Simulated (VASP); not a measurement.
Runs of VASP 6.6.1 on Ag. The structure is that of space group Fm-3m (No. 225), or close to it. The cells are those of the table. 

| cell | further INCAR settings | gap on the mesh (eV) | pressure (GPa) |
| --- | --- | --- | --- |
| a = 2.977, b = 2.977, c = 4.110 Å, 2 atoms | ALGO = Fast; EDIFF = 1e-06; NBANDS = 18 | none | -1.7 |
| a = 3.021, b = 2.940, c = 4.057 Å, 2 atoms | ALGO = Fast; EDIFF = 1e-06; NBANDS = 18 | none | -0.8 |
| a = 2.977, b = 2.922, c = 4.132 Å, 2 atoms | ALGO = Fast; EDIFF = 1e-07; NBANDS = 18 | none | -0.6 |
| a = 3.021, b = 2.911, c = 4.116 Å, 2 atoms | ALGO = Fast; EDIFF = 1e-07; NBANDS = 18 | none | (a) |

Alike in all rows: task single point; level PBE; potentials or basis VASP PAW PBE potentials, release 64 (Ag); no spin polarisation; k mesh 18 × 18 × 12; cutoff (eV) 520; smearing gaussian 0.1 eV.

Question: Fill in the values left out.

Answer: (a) -1.1.

A k mesh can miss the band edges, and the runs leave out spin-orbit coupling on Ag.

A gap of «none» marks levels without a gap at the run's occupations.
